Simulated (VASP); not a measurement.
# Ti (I4/mmm) in VASP: further runs

Ti is run at these levels: r2SCAN; tasks: single point.

All numbers are computed with VASP 6.6.1; they aren't measurements. Logs are shortened: lines on timing, memory, paths and dates and some standing lists are left out, and cuts for length are marked.

## Step 1: The cell of the first run

Symmetry: I4/mmm, No. 139, tetragonal system. The conventional cell has a = 3.081 Å, b = 3.081 Å, c = 3.741 Å, α = 90.00°, β = 90.00°, γ = 90.00°. Within 3.8 Å of Ti (site symmetry 4/mmm) lie 14 Ti at 2.87 to 3.74 Å.

## Step 2: Single point, r2SCAN (biaxial strain in the a-b plane: +6.0 %, then relaxed in part)

POSCAR

```
Ti
1.0
    2.1784607123      2.1784607123      0.0000000000
   -2.1784607123      2.1784607123      0.0000000000
    0.0000000000      0.0000000000      3.7406683078
Ti
2
Direct
    0.0000000000      0.0000000000      0.0000000000
    0.5000000000      0.5000000000      0.5000000000
```

INCAR.step1

```
SYSTEM = Ti
PREC = Accurate
ENCUT = 520
ISMEAR = 0
SIGMA = 0.1
LREAL = .False.
LASPH = .True.
NELM = 60
NBANDS = 19
GGA = PE
ALGO = Normal
EDIFF = 1E-4
LWAVE = .True.
LCHARG = .False.
```

INCAR.step2

```
SYSTEM = Ti
PREC = Accurate
ENCUT = 520
EDIFF = 1E-7
ISMEAR = 0
SIGMA = 0.1
LREAL = .False.
LASPH = .True.
NELM = 60
ALGO = Normal
ISIF = 2
LWAVE = .False.
LCHARG = .False.
METAGGA = R2SCAN
LMIXTAU = .True.
NBANDS = 19
ISTART = 1
```

KPOINTS

```
Automatic mesh
0
Gamma
  18 18 12
  0 0 0
```

Potentials or basis: VASP PAW PBE potentials, release 64 (Ti_sv).

Launch:

```
cat potpaw_PBE.64/Ti_sv/POTCAR > POTCAR
cp INCAR.step1 INCAR
mpirun -np 1 vasp_std > vasp.out
cp INCAR.step2 INCAR
mpirun -np 1 vasp_std > vasp.out
```

OUTCAR:

```text
SYSTEM = Ti
   PREC = Accurate
   ENCUT = 520
   EDIFF = 1E-7
   ISMEAR = 0
   LREAL = .False.
   LASPH = .True.
   NELM = 60
   ISIF = 2
   METAGGA = R2SCAN
   ISTART = 1

 ion  position               nearest neighbor table
   1  0.000  0.000  0.000-   2 2.87   2 2.87   2 2.87   2 2.87   2 2.87   2 2.87   2 2.87   2 2.87

   2  0.500  0.500  0.500-   1 2.87   1 2.87   1 2.87   1 2.87   1 2.87   1 2.87   1 2.87   1 2.87

  LATTYP: Found a simple tetragonal cell.
 ALAT       =     3.0808086844
 C/A-ratio  =     1.2141839014

  Lattice vectors:

 A1 = (   2.1784607123,   2.1784607123,   0.0000000000)
 A2 = (  -2.1784607123,   2.1784607123,   0.0000000000)
 A3 = (   0.0000000000,   0.0000000000,   3.7406683078)

Analysis of symmetry for initial positions (statically):
=====================================================================
 Subroutine PRICEL returns following result:

  LATTYP: Found a body centered tetragonal cell.
 ALAT       =     3.0808086844
 C/A-ratio  =     1.2141839014

  Lattice vectors:

 A1 = (   0.0000000000,  -2.1784607123,  -1.8703341539)
 A2 = (   0.0000000000,   2.1784607123,  -1.8703341539)
 A3 = (   2.1784607123,   0.0000000000,   1.8703341539)

   2 primitive cells build up your supercell.

 Routine SETGRP: Setting up the symmetry group for a
 simple tetragonal supercell.

 Subroutine GETGRP returns: Found 16 space group operations
 (whereof 16 operations were pure point group operations)
 out of a pool of 16 trial point group operations.

The static configuration has the point symmetry D_4h.

Analysis of symmetry for dynamics (positions and initial velocities):
=====================================================================
 Subroutine PRICEL returns following result:

  LATTYP: Found a body centered tetragonal cell.
 ALAT       =     3.0808086844
 C/A-ratio  =     1.2141839014

  Lattice vectors:

 A1 = (   0.0000000000,  -2.1784607123,  -1.8703341539)
 A2 = (   0.0000000000,   2.1784607123,  -1.8703341539)
 A3 = (   2.1784607123,   0.0000000000,   1.8703341539)

   2 primitive cells build up your supercell.

 Routine SETGRP: Setting up the symmetry group for a
 simple tetragonal supercell.

[... 87 lines left out ...]
   dimension x,y,z NGX =    24 NGY =   24 NGZ =   28
   dimension x,y,z NGXF=    48 NGYF=   48 NGZF=   56
   ions per type =               2
   NGX,Y,Z   is equivalent  to a cutoff of  12.95, 12.95, 12.44 a.u.
   NGXF,Y,Z  is equivalent  to a cutoff of  25.90, 25.90, 24.89 a.u.
 SYSTEM =  Ti
   PREC   = accura    normal or accurate (medium, high low for compatibility)
   ISTART =      1    job   : 0-new  1-cont  2-samecut
   ICHARG =      0    charge: 1-file 2-atom 10-const
   ISPIN  =      1    spin polarized calculation?
   LNONCOLLINEAR =      F non collinear calculations
   LSORBIT =      F    spin-orbit coupling
   LASPH  =      T    aspherical Exc in radial PAW
   ENCUT  =  520.0 eV  38.22 Ry    6.18 a.u.   5.73  5.73  6.96*2*pi/ulx,y,z
   NELM   =     60;   NELMIN=  2; NELMDL=  0     # of ELM steps
   EDIFF  = 0.1E-06   stopping-criterion for ELM
   LREAL  =      F    real-space projection
   EDIFFG = 0.1E-05   stopping-criterion for IOM
   NSW    =      0    number of steps for IOM
   IBRION =     -1    ionic relax: 0-MD 1-quasi-New 2-CG
   NFREE  =      0    steps in history (QN), initial steepest desc. (CG)
   ISIF   =      2    stress and relaxation
   ISYM   =      2    0-nonsym 1-usesym 2-fastsym
   POTIM  = 0.5000    time-step for ionic-motion
   TEBEG  =    0.0;   TEEND  =   0.0 temperature during run
   PSTRESS=    0.0 pullay stress
   NELECT =      24.0000    total number of electrons
   NUPDOWN=      -1.0000    fix difference up-down
   EMIN   =  10.00;   EMAX   =-10.00  energy-range for DOS
   EFERMI =   0.00;   METHOD = LEGACY
   ISMEAR =     0;   SIGMA  =   0.10  broadening in eV -4-tet -1-fermi 0-gaus
   EFERMI_NEDOS =   21; number of points for ismear=-14 and -15
   IALGO  =     38    algorithm
   IMIX   =      4    mixing-type and parameters
     AMIX     =   0.40;   BMIX     =  1.00
     AMIX_MAG =   1.60;   BMIX_MAG =  1.00
  volume/ion in A,a.u.               =      17.75       119.80
  Fermi-wavevector in a.u.,A,eV,Ry     =   1.436765  2.715092 28.086414  2.064293
  Thomas-Fermi vector in A             =   2.555917
   LORBIT       =      0    0 simple, 1 ext, 2 COOP (PROOUT), +10 PAW based schemes
   METAGGA = R2SCAN    functional components
   LHFCALC =     F    Hartree Fock is set to
   AEXX    =    0.0000 exact exchange contribution
   IVDW    =     0    specifies the selected vdW correction
   LEPSILON=     F    determine dielectric tensor
   LRPA    =     F    only Hartree local field effects (RPA)
 non-spin polarized calculation
 Gauss-broadening in eV      SIGMA  =   0.10
  energy-cutoff  :      520.00
  volume of cell :       35.50
 maximum number of plane-waves:       976
 NGX is ok and might be reduce to    24
   NGX = 11   NGY = 11   NGZ = 13

 number of electron      24.0000008 magnetization

 Free energy of the ion-electron system (eV)
  ---------------------------------------------------
  ext. energy  EPLUGINS =         0.00000000
  ---------------------------------------------------
  free energy    TOTEN  =       -25.71083868 eV

  energy without entropy =      -25.69061423  energy(sigma->0) =      -25.70072645

 E-fermi :   7.9605     XC(G=0): -12.2959

 val. band max:        7.9600160854   @ k =   0.5000   0.1111   0.4167
 cond. band min:       7.9642699718   @ k =   0.2222   0.1667   0.0000
 fundamental gap:      0.0042538864
 Fermi energy:         7.9604935561

 k-point     1 :       0.0000    0.0000    0.0000
  band No.  band energies     occupation
      1     -51.1041      2.00000
      2     -50.9111      2.00000
      3     -26.4997      2.00000
      4     -26.2614      2.00000
      5     -26.2614      2.00000
      6     -25.9318      2.00000
[... 505 lines left out ...]
      6     -26.1552      2.00000
[... 11 lines left out ...]
     18      11.3443      0.00000
     19      11.4384      0.00000

 [... further k-points ...]
[... 5 lines left out ...]
  --------------------------------------------------------------------------------------
  -------------------------------------------------------------------------------------
  Total       -0.8002851     -0.8002851      0.0861989      0.0000000     -0.0000000      0.0000000
  in kB      -36.1140874    -36.1140874      3.8898585      0.0000000     -0.0000000      0.0000000
  external PRESSURE =     -22.7794388 kB  Pullay stress =       0.0000000 kB

 VOLUME and BASIS-vectors are now :
 -----------------------------------------------------------------------------
  energy-cutoff  :      520.00
  volume of cell :       35.50
      direct lattice vectors                 reciprocal lattice vectors
     2.178460712  2.178460712  0.000000000     0.229519861  0.229519861  0.000000000
    -2.178460712  2.178460712  0.000000000    -0.229519861  0.229519861  0.000000000
     0.000000000  0.000000000  3.740668308     0.000000000  0.000000000  0.267331909

 POSITION                                       TOTAL-FORCE (eV/Angst)
 -----------------------------------------------------------------------------------
      0.00000      0.00000      0.00000        -0.000000      0.000000      0.000000
      0.00000      2.17846      1.87033         0.000000     -0.000000     -0.000000
 -----------------------------------------------------------------------------------
    total drift:                               -0.000000      0.000000     -0.000000

  FREE ENERGIE OF THE ION-ELECTRON SYSTEM (eV)
  ---------------------------------------------------
  free  energy   TOTEN  =       -25.7108386795 eV

  energy  without entropy=      -25.6906142272  energy(sigma->0) =      -25.70072645
```

OUTCAR.step1:

```text
SYSTEM = Ti
   PREC = Accurate
   ENCUT = 520
   ISMEAR = 0
   LREAL = .False.
   LASPH = .True.
[... 772 lines left out ...]
      0.00000      0.00000      0.00000        -0.000000     -0.000000      0.000000
      0.00000      2.17846      1.87033         0.000000      0.000000     -0.000000
 -----------------------------------------------------------------------------------
    total drift:                               -0.000000      0.000000     -0.000000

  FREE ENERGIE OF THE ION-ELECTRON SYSTEM (eV)
  ---------------------------------------------------
  free  energy   TOTEN  =       -15.5078612516 eV

  energy  without entropy=      -15.4849781144  energy(sigma->0) =      -15.49641968
```

Run time: 7.8 min. Hardware: 1 thread of Intel Xeon Platinum 8488C (Sapphire Rapids), shared host; peak memory 0.31 GiB.

What came out:

```
Free energy            : -25.7108 eV
Pressure               : -2.3 GPa
Band gap on the k mesh : zero (bands 12 and 13 overlap by 1.58 eV)
```

Stress tensor (GPa, compression positive):
```
-3.61  0.00  0.00
 0.00 -3.61  0.00
 0.00  0.00  0.39
```

Caveat: the cell differs from its parent crystal (biaxial strain in the a-b plane: +6.0 %, then relaxed in part); the PAW data sets were made with another functional, which shifts forces and pressure a little.

## Step 3: Single point, r2SCAN (biaxial strain in the a-b plane: +4.0 %)

POSCAR

```
Ti
1.0
    2.1373576800      2.1373576800      0.0000000000
   -2.1373576800      2.1373576800      0.0000000000
    0.0000000000      0.0000000000      4.0116559533
Ti
2
Direct
    0.0000000000      0.0000000000      0.0000000000
    0.5000000000      0.5000000000      0.5000000000
```

INCAR.step1

```
PREC = Accurate ; ENCUT = 520
ISMEAR = 0 ; SIGMA = 0.1
LREAL = F ; LASPH = T
NELM = 60 ; NBANDS = 19
GGA = PE ; ALGO = Normal
EDIFF = 1E-4 ; LWAVE = T
LCHARG = F
```

INCAR.step2

```
PREC = Accurate ; ENCUT = 520
EDIFF = 1E-6 ; ISMEAR = 0
SIGMA = 0.1 ; LREAL = F
LASPH = T ; NELM = 60
ALGO = Normal ; ISIF = 2
LWAVE = F ; LCHARG = T
METAGGA = R2SCAN ; LMIXTAU = T
LELF = T ; LVHAR = T
NBANDS = 19 ; ISTART = 1
```

KPOINTS

```
regular mesh
0
Gamma
  18 18 12
```

Potentials or basis: VASP PAW PBE potentials, release 64 (Ti_sv).

Launch:

```
cat potpaw_PBE.64/Ti_sv/POTCAR > POTCAR
cp INCAR.step1 INCAR
mpirun -np 1 vasp_std > vasp.out
cp INCAR.step2 INCAR
mpirun -np 1 vasp_std > vasp.out
```

OUTCAR:

```text
PREC = Accurate
   ENCUT = 520
   EDIFF = 1E-6
   ISMEAR = 0
   LREAL = F
   LASPH = T
   NELM = 60
   ISIF = 2
   METAGGA = R2SCAN
   ISTART = 1

 ion  position               nearest neighbor table
   1  0.000  0.000  0.000-
   2  0.500  0.500  0.500-

  LATTYP: Found a simple tetragonal cell.
 ALAT       =     3.0226802187
 C/A-ratio  =     1.3271850355

  Lattice vectors:

 A1 = (   2.1373576800,   2.1373576800,   0.0000000000)
[... 208 lines left out ...]
      2     -51.3438      2.00000
      3     -26.8958      2.00000
      4     -26.5984      2.00000
      5     -26.5984      2.00000
      6     -26.3546      2.00000
[... 505 lines left out ...]
      6     -26.5307      2.00000
[... 11 lines left out ...]
     18      10.9524      0.00000
     19      10.9794      0.00000

 [... further k-points ...]
[... 5 lines left out ...]
  --------------------------------------------------------------------------------------
  -------------------------------------------------------------------------------------
  Total       -1.3648377     -1.3648377     -0.8648152      0.0000000      0.0000000      0.0000000
  in kB      -59.6600357    -59.6600357    -37.8029609      0.0000000      0.0000000      0.0000000
  external PRESSURE =     -52.3743441 kB  Pullay stress =       0.0000000 kB

 VOLUME and BASIS-vectors are now :
 -----------------------------------------------------------------------------
  energy-cutoff  :      520.00
  volume of cell :       36.65
      direct lattice vectors                 reciprocal lattice vectors
     2.137357680  2.137357680  0.000000000     0.233933705  0.233933705  0.000000000
    -2.137357680  2.137357680  0.000000000    -0.233933705  0.233933705  0.000000000
     0.000000000  0.000000000  4.011655953     0.000000000  0.000000000  0.249273620

 POSITION                                       TOTAL-FORCE (eV/Angst)
 -----------------------------------------------------------------------------------
      0.00000      0.00000      0.00000        -0.000000     -0.000000     -0.000000
      0.00000      2.13736      2.00583         0.000000      0.000000      0.000000
 -----------------------------------------------------------------------------------
    total drift:                               -0.000000      0.000000     -0.000000

  FREE ENERGIE OF THE ION-ELECTRON SYSTEM (eV)
  ---------------------------------------------------
  free  energy   TOTEN  =       -25.7272496192 eV

  energy  without entropy=      -25.7101211046  energy(sigma->0) =      -25.71868536
```

Run time: 6 min. Hardware: 1 thread of Intel Xeon Platinum 8488C (Sapphire Rapids), shared host; peak memory 0.32 GiB.

Results:

| Item | Value |
| --- | --- |
| Free energy | -25.7272 eV |
| Pressure | -5.2 GPa |
| Band gap on the k mesh | zero (bands 12 and 13 overlap by 1.42 eV) |

Stress tensor (GPa, compression positive):
```
-5.97  0.00  0.00
 0.00 -5.97  0.00
 0.00  0.00 -3.78
```

Caveat: the cell differs from its parent crystal (biaxial strain in the a-b plane: +4.0 %); the cell stands under tension; the PAW data sets were made with another functional, which shifts forces and pressure a little.

## Step 4: Single point, r2SCAN (biaxial strain in the a-b plane: +2.0 %, then relaxed in part)

POSCAR

```
Ti
1.0
    2.0962546477      2.0962546477      0.0000000000
   -2.0962546477      2.0962546477      0.0000000000
    0.0000000000      0.0000000000      3.9902355077
Ti
2
Direct
    0.0000000000      0.0000000000      0.0000000000
    0.5000000000      0.5000000000      0.5000000000
```

INCAR.step1

```
PREC     = Accurate       # precision mode
ENCUT    = 520            # plane-wave cutoff, eV
ISMEAR   = 0              # smearing method
SIGMA    = 0.1            # smearing width, eV
LREAL    = F              # projectors in reciprocal space
LASPH    = T              # aspherical terms in the spheres
NELM     = 100            # most SCF steps
NBANDS   = 19             # bands
GGA      = PE             # functional
ALGO     = Normal         # electronic algorithm
EDIFF    = 1E-4           # SCF threshold, eV
LWAVE    = T              # write WAVECAR
LCHARG   = F              # write CHGCAR
```

INCAR.step2

```
PREC     = Accurate       # precision mode
ENCUT    = 520            # plane-wave cutoff, eV
EDIFF    = 1E-6           # SCF threshold, eV
ISMEAR   = 0              # smearing method
SIGMA    = 0.1            # smearing width, eV
LREAL    = F              # projectors in reciprocal space
LASPH    = T              # aspherical terms in the spheres
NELM     = 100            # most SCF steps
ALGO     = Normal         # electronic algorithm
ISIF     = 2              # what is computed and relaxed
LWAVE    = F              # write WAVECAR
LCHARG   = F              # write CHGCAR
METAGGA  = R2SCAN         # meta-GGA
LMIXTAU  = T            
NBANDS   = 19             # bands
ISTART   = 1
```

KPOINTS

```
Automatic mesh
0
Gamma
  18 18 12
```

Launch:

```
cat potpaw_PBE.64/Ti_sv/POTCAR > POTCAR
cp INCAR.step1 INCAR
mpirun -np 1 vasp_std > vasp.out
cp INCAR.step2 INCAR
mpirun -np 1 vasp_std > vasp.out
```

Run time: 14 min. Hardware: 1 thread of Intel Xeon Platinum 8375C at 2.90GHz (Ice Lake), shared host; peak memory 0.31 GiB.

The run converged. Its results:

```
Free energy            : -25.7605 eV
Pressure               : -0.8 GPa
Band gap on the k mesh : zero (bands 12 and 13 overlap by 1.45 eV)
```

Stress tensor (GPa, compression positive):
```
-1.33  0.00  0.00
 0.00 -1.33  0.00
 0.00  0.00  0.35
```

Levels at points of the mesh, in eV from the Fermi level:
```
           k point  band 8  band 9  band 10  band 11  band 12  band 13  band 14  band 15  band 16  band 17
(0.00, 0.00, 0.00)  -33.87   -6.44    -2.59    -1.84     0.89     0.89     1.25     2.56     2.98     3.46
(0.50, 0.00, 0.00)  -33.98   -2.41    -2.41    -0.13    -0.13     0.09     0.09     1.86     1.86     2.46
(0.50, 0.50, 0.00)  -34.06   -2.61    -2.61    -1.67    -1.67     2.45     2.45     3.84     3.84     3.88
(0.00, 0.00, 0.50)  -34.01   -3.93    -3.93    -0.49    -0.49     1.65     1.65     2.04     2.04     2.04
(0.50, 0.00, 0.50)  -33.94   -2.67    -2.67     0.44     0.44     0.72     0.72     1.16     1.16     3.69
(0.50, 0.50, 0.50)  -34.13   -1.41    -1.41    -0.46    -0.46    -0.46    -0.46     2.47     2.47     3.88
```

Caveat: the cell differs from its parent crystal (biaxial strain in the a-b plane: +2.0 %, then relaxed in part); the PAW data sets were made with another functional, which shifts forces and pressure a little.

## Step 5: Single point, r2SCAN (biaxial strain in the a-b plane: +4.0 %, then relaxed in part)

POSCAR

```
Ti
1.0
    2.1373576800      2.1373576800      0.0000000000
   -2.1373576800      2.1373576800      0.0000000000
    0.0000000000      0.0000000000      3.8675073226
Ti
2
Direct
    0.0000000000      0.0000000000      0.0000000000
    0.5000000000      0.5000000000      0.5000000000
```

INCAR.step1

```
  ALGO = Normal
  EDIFF = 1E-4
  ENCUT = 520
  GGA = PE
  ISMEAR = 0
  LASPH = T
  LCHARG = F
  LREAL = F
  LWAVE = T
  NBANDS = 19
  NELM = 100
  PREC = Accurate
  SIGMA = 0.1
```

INCAR.step2

```
  ALGO = Normal
  EDIFF = 1E-6
  ENCUT = 520
  ISIF = 2
  ISMEAR = 0
  ISTART = 1
  LASPH = T
  LCHARG = T
  LELF = T
  LMIXTAU = T
  LREAL = F
  LVHAR = T
  LWAVE = F
  METAGGA = R2SCAN
  NBANDS = 19
  NELM = 100
  PREC = Accurate
  SIGMA = 0.1
```

KPOINTS

```
k-points
0
Gamma
  18 18 12
```

Launch:

```
cat potpaw_PBE.64/Ti_sv/POTCAR > POTCAR
cp INCAR.step1 INCAR
mpirun -np 1 vasp_std > vasp.out
cp INCAR.step2 INCAR
mpirun -np 1 vasp_std > vasp.out
```

Run time: 15 min. Hardware: 1 thread of Intel Xeon Platinum 8375C at 2.90GHz (Ice Lake), shared host; peak memory 0.31 GiB.

Results (log left out):

* Free energy: -25.7404 eV
* Pressure: -1.7 GPa
* Band gap on the k mesh: zero (bands 12 and 13 overlap by 1.44 eV)

Stress tensor (GPa, compression positive):
```
-2.72  0.00  0.00
 0.00 -2.72  0.00
 0.00  0.00  0.36
```

Levels at points of the mesh, in eV from the Fermi level:
| k point | band 9 | band 10 | band 11 | band 12 | band 13 | band 14 | band 15 | band 16 |
| --- | --- | --- | --- | --- | --- | --- | --- | --- |
| (0.00, 0.00, 0.00) | -6.40 | -2.53 | -1.91 | 0.82 | 0.82 | 1.52 | 2.30 | 3.09 |
| (0.50, 0.00, 0.00) | -2.51 | -2.51 | 0.09 | 0.09 | 0.10 | 0.10 | 1.77 | 1.77 |
| (0.50, 0.50, 0.00) | -2.58 | -2.58 | -1.53 | -1.53 | 2.12 | 2.12 | 3.70 | 3.70 |
| (0.00, 0.00, 0.50) | -3.77 | -3.77 | -0.43 | -0.43 | 1.91 | 1.91 | 1.91 | 1.91 |
| (0.50, 0.00, 0.50) | -2.65 | -2.65 | 0.46 | 0.46 | 0.51 | 0.51 | 1.42 | 1.42 |
| (0.50, 0.50, 0.50) | -1.28 | -1.28 | -0.50 | -0.50 | -0.50 | -0.50 | 2.57 | 2.57 |

Caveat: the cell differs from its parent crystal (biaxial strain in the a-b plane: +4.0 %, then relaxed in part); the PAW data sets were made with another functional, which shifts forces and pressure a little.

## Step 6: Overview

| cell | gap on the mesh (eV) | pressure (GPa) |
| --- | --- | --- |
| a = 3.081, b = 3.081, c = 3.741 Å, 2 atoms | none | -2.3 |
| a = 3.023, b = 3.023, c = 4.012 Å, 2 atoms | none | -5.2 |
| a = 2.965, b = 2.965, c = 3.990 Å, 2 atoms | none | -0.8 |
| a = 3.023, b = 3.023, c = 3.868 Å, 2 atoms | none | -1.7 |

Alike in all rows: task single point; level r2SCAN; potentials or basis VASP PAW PBE potentials, release 64 (Ti_sv); no spin polarisation; k mesh 18 × 18 × 12; cutoff (eV) 520; smearing gaussian 0.1 eV.

Caveats: the PAW data sets were made with another functional, which shifts forces and pressure a little; the cell stands under tension (at least some runs).

Absolute energies hang on the potentials; compare differences alone.
